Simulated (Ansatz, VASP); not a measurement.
## MgS: VASP beside Ansatz

```
CELL_PARAMETERS angstrom
4.11444 0.00000 0.00000
-2.05722 3.48889 0.00000
0.00000 0.00000 6.45439
ATOMIC_POSITIONS crystal
Mg 0.33301 0.66603 0.99607
Mg 0.66699 0.33397 0.49607
S 0.33072 0.66143 0.37893
S 0.66928 0.33857 0.87893
```

Change from the starting cell: uniaxial_x strain +2.1%.

Alike in both runs: task single point; functional r2SCAN; k mesh 12 × 12 × 4; no spin polarisation.

|  | VASP | Ansatz |
| --- | --- | --- |
| version | VASP 6.6.1 | Ansatz 0.2.0 |
| potentials or method | VASP PAW PBE potentials, release 64 (Mg, S) | plane waves, PAW |
| plane-wave cutoff (eV) | 520 | 500 |
| occupations | gaussian, width 0.01 eV | fixed |
| valence electrons in the cell | 16 | 32 |

|  | VASP | Ansatz | Ansatz less VASP |
| --- | --- | --- | --- |
| gap on the k mesh at the Fermi level (eV) | 3.98 | 4.00 | +0.013 |
| pressure (GPa) | -1.5 | -1.2 | +0.28 |
| traceless stress, the component that is largest in VASP (GPa) | -0.63 | -0.62 | +0.015 |

VASP's potentials were made for PBE, not for r2SCAN. VASP's potentials hold 16 valence electrons a cell and Ansatz's 32, so a difference there can come from the potentials and not from the codes.
